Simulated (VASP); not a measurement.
# Ga16IO23 (a cell with a defect) in VASP: electric field gradients with PBE

Aim: the electric field gradients of Ga16IO23 (a cell with a defect) with PBE.

Everything below comes from runs of VASP 6.6.1. Logs are shortened: lines on timing, memory, paths and dates and some standing lists are left out, and cuts for length are marked.

## 1. The cell of the first run

The cell holds a defect, 40 atoms: a = 6.780 Å, b = 8.471 Å, c = 8.401 Å, α = 47.38°, β = 66.85°, γ = 65.77°.

## 2. Electric field gradients, PBE

Input file INCAR:

```
PREC     = Accurate       # precision mode
ENCUT    = 520            # plane-wave cutoff, eV
EDIFF    = 1E-8           # SCF threshold, eV
ISMEAR   = -1             # smearing method
SIGMA    = 0.01           # smearing width, eV
LREAL    = Auto         
LASPH    = True           # aspherical terms in the spheres
NELM     = 100            # most SCF steps
ALGO     = Normal         # electronic algorithm
ISIF     = 2              # what is computed and relaxed
LWAVE    = False          # write WAVECAR
LCHARG   = False          # write CHGCAR
GGA      = PE             # functional
LEFG     = True         
NELECT   = 352.0        
NBANDS   = 202            # bands
LUSENCCL = False
```

Input file KPOINTS:

```
Automatic mesh
0
Gamma
  3 3 3
```

Input file POSCAR:

```
Ga16IO23
1.0
    0.0000000000      4.7320000000      4.8550000000
    6.9420000000      0.0000000000      4.8550000000
    6.9420000000      4.7320000000      0.0000000000
Ga O I
16 23 1
Direct
    0.3388850000      0.7017650000      0.4111550000
    0.8388850000      0.2017650000      0.9111550000
    0.5481950000      0.4111550000      0.2017650000
    0.0481950000      0.9111550000      0.7017650000
    0.1611550000      0.2981950000      0.5888850000
    0.6611550000      0.7981950000      0.0888850000
    0.4517650000      0.0888850000      0.2981950000
    0.9517650000      0.5888850000      0.7981950000
    0.1611150000      0.7982350000      0.0888450000
    0.6611150000      0.2982350000      0.5888450000
    0.9518050000      0.0888450000      0.2982350000
    0.4518050000      0.5888450000      0.7982350000
    0.3388450000      0.2018050000      0.9111150000
    0.8388450000      0.7018050000      0.4111150000
    0.0482350000      0.4111150000      0.2018050000
    0.5482350000      0.9111150000      0.7018050000
    0.9516300000      0.1695700000      0.6823100000
    0.4516300000      0.6695700000      0.1823100000
    0.6964900000      0.1823100000      0.1695700000
    0.1964900000      0.6823100000      0.6695700000
    0.4323100000      0.9464900000      0.2016300000
    0.9323100000      0.4464900000      0.7016300000
    0.4195700000      0.2016300000      0.4464900000
    0.9195700000      0.7016300000      0.9464900000
    0.5483700000      0.3304300000      0.8176900000
    0.0483700000      0.8304300000      0.3176900000
    0.8035100000      0.3176900000      0.3304300000
    0.3035100000      0.8176900000      0.8304300000
    0.0676900000      0.5535100000      0.2983700000
    0.5676900000      0.0535100000      0.7983700000
    0.0804300000      0.2983700000      0.0535100000
    0.5804300000      0.7983700000      0.5535100000
    0.6458650000      0.6041350000      0.3958650000
    0.3541350000      0.3958650000      0.1041350000
    0.8541350000      0.8958650000      0.6041350000
    0.8541350000      0.8958650000      0.1041350000
    0.3541350000      0.3958650000      0.6041350000
    0.1458650000      0.1041350000      0.3958650000
    0.6458650000      0.6041350000      0.8958650000
    0.1458650000      0.1041350000      0.8958650000
```

Potentials or basis: VASP PAW PBE potentials, release 64 (Ga_d, O, I).

Started as:

```console
$ cat potpaw_PBE.64/Ga_d/POTCAR potpaw_PBE.64/O/POTCAR potpaw_PBE.64/I/POTCAR > POTCAR
$ mpirun -np 1 vasp_std > vasp.out
```

OUTCAR:

```text
PREC = Accurate
   ENCUT = 520
   EDIFF = 1E-8
   ISMEAR = -1
   LREAL = Auto
   LASPH = True
   NELM = 100
   ISIF = 2
   GGA = PE
   NELECT = 352.0

 ion  position               nearest neighbor table
   1  0.339  0.702  0.411-  21 1.75  33 1.88  37 1.89  20 1.92  18 1.93  26 1.99   6 2.57  10 2.87
                             9 2.87
   2  0.839  0.202  0.911-  22 1.75  40 1.88  36 1.89  19 1.92  17 1.93  25 1.99   5 2.57   9 2.87
                            10 2.87
   3  0.548  0.411  0.202-  23 1.75  34 1.88  39 1.89  18 1.92  19 1.93  27 1.99   7 2.57  12 2.87
                            11 2.87
   4  0.048  0.911  0.702-  24 1.75  35 1.88  38 1.89  17 1.92  20 1.93  28 1.99   8 2.57  11 2.87
                            12 2.87
   5  0.161  0.298  0.589-  17 1.75  40 1.88  37 1.89  23 1.92  22 1.93  29 1.99   2 2.57  13 2.87
                            14 2.87
   6  0.661  0.798  0.089-  18 1.75  33 1.88  36 1.89  24 1.92  21 1.93  30 1.99   1 2.57  14 2.87
                            13 2.87
   7  0.452  0.089  0.298-  19 1.75  34 1.88  38 1.89  21 1.92  23 1.93  32 1.99   3 2.57  15 2.87
                            16 2.87
   8  0.952  0.589  0.798-  20 1.75  35 1.88  39 1.89  22 1.92  24 1.93  31 1.99   4 2.57  16 2.87
                            15 2.87
   9  0.161  0.798  0.089-  29 1.75  36 1.88  40 1.89  28 1.92  26 1.93  18 1.99  14 2.57   2 2.87
[... 24 lines left out ...]
  26  0.048  0.830  0.318-  14 1.75  11 1.92   9 1.93   1 1.99  40 2.58
  27  0.804  0.318  0.330-  15 1.75  10 1.92  11 1.93   3 1.99
  28  0.304  0.818  0.830-  16 1.75   9 1.92  12 1.93   4 1.99  40 2.56
  29  0.068  0.554  0.298-   9 1.75  15 1.92  14 1.93   5 1.99
  30  0.568  0.054  0.798-  10 1.75  16 1.92  13 1.93   6 1.99  40 2.58
  31  0.080  0.298  0.054-  11 1.75  13 1.92  15 1.93   8 1.99  40 2.56
  32  0.580  0.798  0.554-  12 1.75  14 1.92  16 1.93   7 1.99
  33  0.646  0.604  0.396-   1 1.88   6 1.88  14 1.89  10 1.89
  34  0.354  0.396  0.104-   3 1.88   7 1.88  12 1.89  15 1.89
  35  0.854  0.896  0.604-   4 1.88   8 1.88  11 1.89  16 1.89
  36  0.854  0.896  0.104-   9 1.88  14 1.88   6 1.89   2 1.89  40 2.46
  37  0.354  0.396  0.604-  10 1.88  13 1.88   5 1.89   1 1.89  40 2.46
  38  0.146  0.104  0.396-  11 1.88  15 1.88   4 1.89   7 1.89
  39  0.646  0.604  0.896-  12 1.88  16 1.88   3 1.89   8 1.89
  40  0.146  0.104  0.896-   2 1.88   5 1.88  13 1.89   9 1.89  17 2.27  22 2.27  36 2.46  37 2.46
                            28 2.56  31 2.56  30 2.58  26 2.58  11 3.04  16 3.04

  LATTYP: Found a face centered orthorhombic cell.
 ALAT       =     9.4640000000
 B/A-ratio  =     1.0259932375
 C/A-ratio  =     1.4670329670

  Lattice vectors:

 A1 = (  -6.9420000000,   0.0000000000,  -4.8550000000)
 A2 = (  -6.9420000000,   4.7320000000,   0.0000000000)
 A3 = (   0.0000000000,   4.7320000000,  -4.8550000000)

Analysis of symmetry for initial positions (statically):
[... 2161 lines left out ...]
  in kB      866.0841880   1049.5543971   1284.7443433      0.0000000      0.0000000     39.0673150
  external PRESSURE =    1066.7943094 kB  Pullay stress =       0.0000000 kB

 VOLUME and BASIS-vectors are now :
 -----------------------------------------------------------------------------
  energy-cutoff  :      520.00
  volume of cell :      318.97
      direct lattice vectors                 reciprocal lattice vectors
     0.000000000  4.732000000  4.855000000    -0.072025353  0.105663567  0.102986612
     6.942000000  0.000000000  4.855000000     0.072025353 -0.105663567  0.102986612
     6.942000000  4.732000000  0.000000000     0.072025353  0.105663567 -0.102986612

 POSITION                                       TOTAL-FORCE (eV/Angst)
 -----------------------------------------------------------------------------------
      7.72589      3.54919      5.05236         1.296548      0.736648     -3.562890
      7.72589      8.28119      5.05236        11.372671    -15.949166    -16.764678
      4.25489      3.54881      4.65764         1.084732     -0.419915      3.982754
     11.19689      3.54881      4.65764         0.160755     -0.665390      3.470477
      6.15811      3.54919      2.23014       -11.372671    -15.949166     16.764678
      6.15811      3.54919      7.08514        -1.296548      0.736648      3.562890
[... 32 lines left out ...]
     10.41300      7.29547      6.06875        -0.115757      3.732449      0.051673
      6.94200      4.92947      1.21375        -0.000000     15.458856     -0.000000
 -----------------------------------------------------------------------------------
    total drift:                               -0.000016     -0.001468     -0.000000

  FREE ENERGIE OF THE ION-ELECTRON SYSTEM (eV)
  ---------------------------------------------------
  free  energy   TOTEN  =      -188.7835040184 eV

  energy  without entropy=     -188.7835040184  energy(sigma->0) =     -188.78350402

 Electric field gradients (V/A^2)
---------------------------------------------------------------------
 ion       V_xx      V_yy      V_zz      V_xy      V_xz      V_yz
---------------------------------------------------------------------
   1      27.712    32.117   -59.829    28.551     3.670    48.629
   2      98.435   -61.043   -37.392    79.208    30.229   -44.380
   3      31.944    30.324   -62.268   -31.292    -2.227    46.549
   4      37.660    28.590   -66.250   -34.092     3.503    47.694
   5      98.435   -61.043   -37.392   -79.217    30.229    44.385
   6      27.711    32.117   -59.828   -28.560     3.670   -48.624
[... 32 lines left out ...]
  39     -16.566     8.473     8.093    -3.311    -2.623     1.532
  40     139.283   -16.121  -123.161     0.001   -41.076     0.001
---------------------------------------------------------------------

 Electric field gradients after diagonalization (V/A^2)
 (convention: |V_zz| > |V_xx| > |V_yy|)
----------------------------------------------------------------------
 ion       V_xx      V_yy      V_zz     asymmetry (V_yy - V_xx)/ V_zz
----------------------------------------------------------------------
   1      70.948    10.436   -81.383       0.744
   2    -125.288    -6.577   131.865       0.900
   3      72.086    10.458   -82.544       0.747
   4      74.348    13.972   -88.320       0.684
   5    -125.297    -6.574   131.870       0.900
   6      70.954    10.427   -81.380       0.744
[... 32 lines left out ...]
  39      10.485     6.741   -17.226       0.217
  40    -129.440   -16.121   145.561       0.778
----------------------------------------------------------------------

           NMR quadrupolar parameters

 Cq : quadrupolar parameter    Cq=e*Q*V_zz/h
 eta: asymmetry parameters     (V_yy - V_xx)/ V_zz
 Q  : nuclear electric quadrupole moment in mb (millibarn)
----------------------------------------------------------------------
 ion       Cq(MHz)       eta       Q (mb)
----------------------------------------------------------------------
   1      -0.197       0.744       1.000
   2       0.319       0.900       1.000
   3      -0.200       0.747       1.000
   4      -0.214       0.684       1.000
   5       0.319       0.900       1.000
   6      -0.197       0.744       1.000
[... 32 lines left out ...]
  39      -0.042       0.217       1.000
  40       0.352       0.778       1.000
----------------------------------------------------------------------
```

OSZICAR:

```text
N       E                     dE             d eps       ncg     rms          rms(c)
DAV:   1     0.808377641392E+04    0.80838E+04   -0.11886E+05  4256   0.346E+03
[... 13 lines left out ...]
DAV:  87    -0.188783504360E+03   -0.27418E-07   -0.29964E-07  5472   0.100E-02    0.457E-03
DAV:  88    -0.188783504420E+03   -0.59701E-07   -0.29753E-07  6400   0.715E-03    0.529E-03
DAV:  89    -0.188783504357E+03    0.62832E-07   -0.25724E-07  4496   0.331E-03    0.490E-03
DAV:  90    -0.188783504285E+03    0.72023E-07   -0.41344E-08  3016   0.670E-03    0.454E-03
DAV:  91    -0.188783504039E+03    0.24642E-06   -0.30708E-07  5616   0.136E-02    0.223E-03
DAV:  92    -0.188783504017E+03    0.21600E-07   -0.12128E-07  4704   0.225E-03    0.187E-03
DAV:  93    -0.188783504018E+03   -0.12533E-08   -0.27320E-08  2808   0.739E-04
   1 F= -.18878350E+03 E0= -.18878350E+03  d E =-.491708E-15
```

stdout:

```text
[vt-gpu-o6-0:11808] opal_ifinit: socket() failed with errno=97
 Offloading initialized ...    1 GPUs detected
 POSCAR found type information on POSCAR GaO I
 POSCAR found :  3 types and      40 ions
 scaLAPACK will be used selectively (only on CPU)
 LDA part: xc-table for (Slater+PW92), standard interpolation
 POSCAR, INCAR and KPOINTS ok, starting setup
 FFT: planning ... GRIDC
 FFT: planning ... GRID_SOFT
 FFT: planning ... GRID
 WAVECAR not read
 entering main loop
 the old and the new charge density differ
 old charge density:   353.00000 new  352.00000
    0.463E+01
ion   1
     0.0000481     0.0383721     0.2022037    -0.2094346     0.1376029    -0.0693806
     0.0000628     0.0383721     0.2022037    -0.2094346     0.1376029    -0.0693806
     0.0000820     0.0383720     0.2022037    -0.2094346     0.1376029    -0.0693806
     0.0001070     0.0383720     0.2022036    -0.2094345     0.1376029    -0.0693806
[... 100 lines left out ...]
     0.0000481   -25.6938255   -49.9476936    50.9301806    -2.4387364     6.8517177
     0.0000628   -25.6934814   -49.9468988    50.9293436    -2.4387277     6.8516246
     0.0000820   -25.6929579   -49.9456902    50.9280716    -2.4387130     6.8514829
     0.0001070   -25.6921660   -49.9438621    50.9261490    -2.43868
```

Wall time 29 min (1 × NVIDIA H100 80GB with 1 thread of Intel Xeon Platinum 8481C at 2.70GHz (Sapphire Rapids), shared host); peak memory 1.7 GiB.

What came out:

- Free energy: -188.7835 eV
- Largest force: 25.783 eV/Å
- Largest electric field gradient by atom: Ga -81.4, +131.9, -82.5, -88.3, -229.7, -86.0, -80.8, -86.1 (each value once); O -37.0, -46.9, -49.1, -48.5, -48.4, -50.0, -46.0, -50.1, -44.2, -21.5, -18.2, -16.9, +17.7, -17.2 (each value once); I +145.6 V/Å²

Forces on the atoms (eV/Å):
```
Ga    1.297   0.737  -3.563
Ga   11.373 -15.949 -16.765
Ga    1.085  -0.420   3.983
Ga    0.161  -0.665   3.470
Ga  -11.373 -15.949  16.765
Ga   -1.297   0.737   3.563
Ga   -1.085  -0.420  -3.983
Ga   -0.161  -0.665  -3.470
Ga  -10.566  11.734 -12.723
Ga   -1.402  -0.899   4.196
Ga   -0.001   0.742  -4.277
Ga   -1.048   0.362  -3.881
Ga   10.566  11.734  12.723
Ga    1.402  -0.899  -4.196
Ga    1.048   0.362   3.881
Ga    0.001   0.742   4.277
O    -2.682  -4.989  -4.419
O    -2.038  -2.735  -3.516
O    -1.990   2.950   3.353
O    -2.135   3.009   3.248
O     2.038  -2.735   3.516
O     2.682  -4.989   4.419
O     1.990   2.950  -3.353
O     2.135   3.009  -3.248
O     1.668   3.212   3.284
O     2.468   3.353   2.654
O     2.019  -2.956  -3.425
O     0.571  -3.036  -3.583
O    -1.668   3.212  -3.284
O    -2.468   3.353  -2.654
O    -0.571  -3.036   3.583
O    -2.019  -2.956   3.425
O     0.000   3.852   0.000
O     0.000  -3.767   0.000
O     0.000  -3.716   0.000
O    -0.264  -4.098  -1.837
O     0.264  -4.098   1.837
O     0.116   3.732  -0.052
O    -0.116   3.732   0.052
I     0.000  15.459   0.000
```

Levels at points of the mesh, in eV from the Fermi level:
| k point | band 174 | band 175 | band 176 | band 177 | band 178 | band 179 |
| --- | --- | --- | --- | --- | --- | --- |
| (0.00, 0.00, 0.00) | -0.85 | -0.37 | -0.33 | 3.34 | 5.04 | 6.02 |

Electric field gradients, principal values (V/Å²):
| atom | least | middle | greatest (by size) |
| --- | --- | --- | --- |
| 1 Ga | 10.436 | 70.948 | -81.383 |
| 2 Ga | -6.577 | -125.288 | 131.865 |
| 3 Ga | 10.458 | 72.086 | -82.544 |
| 4 Ga | 13.972 | 74.348 | -88.320 |
| 5 Ga | -6.574 | -125.297 | 131.870 |
| 6 Ga | 10.427 | 70.954 | -81.380 |
| 7 Ga | 10.461 | 72.079 | -82.539 |
| 8 Ga | 13.974 | 74.341 | -88.315 |
| 9 Ga | 82.678 | 146.981 | -229.660 |
| 10 Ga | 10.565 | 75.401 | -85.966 |
| 11 Ga | 10.330 | 70.443 | -80.773 |
| 12 Ga | 12.952 | 73.127 | -86.079 |
| 13 Ga | 82.670 | 146.988 | -229.658 |
| 14 Ga | 10.557 | 75.406 | -85.963 |
| 15 Ga | 12.955 | 73.119 | -86.074 |
| 16 Ga | 10.333 | 70.435 | -80.768 |
| 17 O | 16.936 | 20.056 | -36.992 |
| 18 O | 16.107 | 30.747 | -46.855 |
| 19 O | 21.219 | 27.844 | -49.063 |
| 20 O | 18.720 | 29.733 | -48.453 |
| 21 O | 16.110 | 30.744 | -46.854 |
| 22 O | 16.939 | 20.053 | -36.992 |
| 23 O | 21.215 | 27.841 | -49.056 |
| 24 O | 18.717 | 29.729 | -48.446 |
| 25 O | 14.124 | 35.894 | -50.018 |
| 26 O | 16.883 | 29.119 | -46.002 |
| 27 O | 21.474 | 28.652 | -50.126 |
| 28 O | 6.695 | 37.521 | -44.216 |
| 29 O | 14.127 | 35.891 | -50.018 |
| 30 O | 16.886 | 29.115 | -46.002 |
| 31 O | 6.691 | 37.518 | -44.209 |
| 32 O | 21.470 | 28.648 | -50.119 |
| 33 O | 10.650 | 10.854 | -21.504 |
| 34 O | 8.607 | 9.591 | -18.198 |
| 35 O | 7.572 | 9.280 | -16.852 |
| 36 O | -2.613 | -15.050 | 17.663 |
| 37 O | -2.614 | -15.051 | 17.665 |
| 38 O | 6.748 | 10.478 | -17.227 |
| 39 O | 6.741 | 10.485 | -17.226 |
| 40 I | -16.121 | -129.440 | 145.561 |

Caveat: the cell carries a net charge on a neutralising background, which shifts energy and pressure; the cell is charged against a uniform background, so pressure and absolute levels hang on convention; without QUAD_EFG the Cq values of the log hold for a quadrupole moment of 1 mb, not for the nuclei; spin-orbit coupling is left out, which moves the levels of the heavy elements.
